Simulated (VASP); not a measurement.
Ag2BrCl: single point with PBE

Crystal: Ag2BrCl.

```xyz
4
Lattice="2.0077 1.1591 6.6972 -2.0077 1.1591 6.6972 0.0000 -2.3183 6.6972" Properties=species:S:1:pos:R:3 pbc="T T T"
Cl    2.0077    1.1591    6.6972
Br    0.0000    0.0000   10.0458
Ag    0.0000    0.0000    5.0908
Ag    0.0000    0.0000   15.0009
```

This cell differs from its parent crystal: uniaxial z strain +2.8%.

```
Program             : VASP 6.6.1
Task                : single point
Functional          : PBE
Potentials or basis : VASP PAW PBE potentials, release 64 (Cl, Br, Ag)
Cutoff              : 520 eV
k mesh              : 8 × 8 × 8
Occupations         : fermi-dirac, width 0.02 eV
Spin                : no spin polarisation
```

The pressure is 0.1 GPa, the largest force is 0.033 eV/Å and the band gap on the k mesh is 0.76 eV.

Forces in eV/Å, atoms in the order of the input:
```
Cl   0.000  0.000  0.000
Br   0.000  0.000  0.000
Ag   0.000  0.000 -0.033
Ag   0.000  0.000  0.033
```

Stress tensor (GPa, compression positive):
```
 0.23  0.00  0.00
 0.00  0.23  0.00
 0.00  0.00 -0.16
```

Levels at points of the mesh, in eV from the valence-band top:
```
           k point  band 16  band 17  band 18  band 19  band 20  band 21
(0.00, 0.00, 0.00)    -1.90     0.00     0.00     0.76     4.16     6.29
(0.50, 0.00, 0.00)    -1.15    -0.98    -0.80     3.47     3.85     6.09
(0.50, 0.50, 0.00)    -1.86    -0.02    -0.01     2.03     4.05     6.26
(0.50, 0.50, 0.50)    -0.96    -0.53    -0.53     2.83     2.83     7.24
```

Run time: 7.1 min on 1 thread of Intel(R) Xeon(R) Platinum 8259CL CPU @ 2.50GHz (Skylake/Cascade Lake), with other jobs on the host, peak memory 0.47 GiB.

Caveat: the cell differs from its parent crystal (uniaxial z strain +2.8%). A k mesh can miss the band edges.
